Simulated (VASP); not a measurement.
# SiC: single point with r2SCAN

Crystal: SiC.

```
Si C
1.0
     0.00000    2.00008    2.00008
     2.00008    0.00000    2.00008
     2.00008    2.00008    0.00000
Si C
1 1
Direct
  0.00000 0.00000 0.00000
  0.75000 0.75000 0.75000
```

This cell differs from its parent crystal: strain -0.080 along x and y, -0.080 along z.

```json
{
  "Program": "VASP 6.6.1",
  "Task": "single point",
  "Functional": "r2SCAN",
  "Potentials or basis": "VASP PAW PBE potentials, release 64 (Si, C)",
  "Cutoff": "520 eV",
  "k mesh": "12 × 12 × 12",
  "Occupations": "gaussian, width 0.05 eV",
  "Spin": "no spin polarisation"
}
```

| Property | Result |
| --- | --- |
| Pressure | 93.7 GPa |
| Band gap on the k mesh | 1.52 eV, indirect (least direct gap 5.33 eV) |

Levels at points of the mesh, in eV from the valence-band top:
| k point | band 2 | band 3 | band 4 | band 5 | band 6 | band 7 |
| --- | --- | --- | --- | --- | --- | --- |
| (0.00, 0.00, 0.00) | 0.00 | 0.00 | 0.00 | 10.03 | 10.03 | 10.03 |
| (0.50, 0.00, 0.00) | -10.36 | -1.13 | -1.13 | 8.66 | 8.97 | 8.97 |
| (0.50, 0.50, 0.00) | -8.98 | -3.82 | -3.82 | 1.52 | 5.96 | 18.52 |

Run time: 110 s on 1 thread of AMD EPYC 7R43 64-Core Processor (Zen 3), on a shared host, peak memory 0.1 GiB.

Caveat: the cell differs from its parent crystal (strain -0.080 along x and y, -0.080 along z); the PAW data sets were made with another functional, which shifts forces and pressure a little. A k mesh can miss the band edges.
